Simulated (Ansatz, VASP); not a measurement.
**Two plane-wave programs on C**

INCAR

```
ALGO = Normal ; EDIFF = 1E-6
ENCUT = 520 ; GGA = PE
ISIF = 2 ; ISMEAR = 1
LASPH = True ; LCHARG = True
LELF = True ; LREAL = False
LVHAR = True ; LWAVE = False
NBANDS = 16 ; NELM = 100
PREC = Accurate ; SIGMA = 0.3
```

The input KPOINTS:

```
k-points
0
Gamma
  18 18 6
```

Contents of POSCAR:

```
C
1.0
    1.2280479700     -2.1270618200      0.0000000000
    1.2280479700      2.1270618200      0.0000000000
    0.0000000000      0.0000000000      7.1732677600
C
4
Direct
    0.0833794600      0.9166205400      0.7531376000
    0.5833794600      0.4166205400      0.2468624000
    0.9166205400      0.0833794600      0.2468624000
    0.4166205400      0.5833794600      0.7531376000
```

Input for Ansatz:

```yaml
crystal:
  lattice:
    - [1.22804797, -2.12706182, 0.0]
    - [1.22804797, 2.12706182, 0.0]
    - [0.0, 0.0, 7.17326776]
  atoms:
    - { symbol: C, position: [0.08337946, 0.91662054, 0.7531376] }
    - { symbol: C, position: [0.58337946, 0.41662054, 0.2468624] }
    - { symbol: C, position: [0.91662054, 0.08337946, 0.2468624] }
    - { symbol: C, position: [0.41662054, 0.58337946, 0.7531376] }
basis:
  ecutwfc: 420
kpoints:
  mp_grid: { grid: [18, 18, 6] }
hamiltonian:
  xc: pbe
scf:
  occupations: { method: cold, width: 0.3 }
output:
  forces: true
  stress: true
  eigenvalues: true
```

Alike in both runs: task single point; functional PBE; k mesh 18 × 18 × 6; no spin polarisation.

|  | VASP | Ansatz |
| --- | --- | --- |
| version | VASP 6.6.1 | Ansatz 0.2.0 |
| potentials or method | VASP PAW PBE potentials, release 64 (C), cutoff 520 eV | scalar-relativistic, plane waves, PAW |
| occupations | methfessel-paxton of order 1, width 0.3 eV | cold, width 0.3 eV |
| valence electrons in the cell | 16 | 16 |

Ansatz gave:

```
gap on the k mesh at the Fermi level (eV)                     : 0.02
least direct gap on the mesh (eV)                             : 0.02
pressure (GPa)                                                : 3.7
traceless stress, the component that is largest in VASP (GPa) : -2.04
rms of the force components (eV/Å)                            : 0.019
```

Q: Which values does VASP return?

A: gap on the k mesh at the Fermi level (eV): 0.02; least direct gap on the mesh (eV): 0.02; pressure (GPa): 4.2; traceless stress, the component that is largest in VASP (GPa): -2.57; rms of the force components (eV/Å): 0.015.

Atom by atom the forces differ by 0.004 eV/Å (rms over components).
